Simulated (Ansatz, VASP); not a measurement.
One calculation of LaF5, two programs

```
La F
1.0
     4.94592    0.00000    0.00000
    -2.47296    4.28329    0.00000
     0.00000    0.00000    4.68608
La F
1 5
Direct
  0.33333 0.66667 0.50000
  0.83567 0.16433 0.50000
  0.83567 0.67135 0.50000
  0.32865 0.16433 0.50000
  0.33333 0.66667 0.00000
  0.66667 0.33333 0.00000
```

Alike in both runs: functional PBE; k mesh 6 × 6 × 4; occupations gaussian, width 0.1 eV; no spin polarisation.

Ansatz relaxed the structure, and its values are those at the end. VASP's run is a single point on that final structure, the one shown.

|  | VASP | Ansatz |
| --- | --- | --- |
| version | VASP 6.6.1 | Ansatz 0.2.0 |
| potentials or method | VASP PAW PBE potentials, release 64 (La, F), cutoff 520 eV | scalar-relativistic, plane waves, PAW |
| valence electrons in the cell | 46 | 46 |

Ansatz gave:

```
gap on the k mesh at the Fermi level (eV) : none
pressure (GPa)                            : 0.0
```

Problem. Estimate VASP's values.

Solution. gap on the k mesh at the Fermi level (eV): none; pressure (GPa): -0.4.

A gap of «none» marks a metal or a gap that the smearing closes. The functional is the same, so the differences come from potentials, cutoffs and numerics.

Spin-orbit coupling is off throughout.
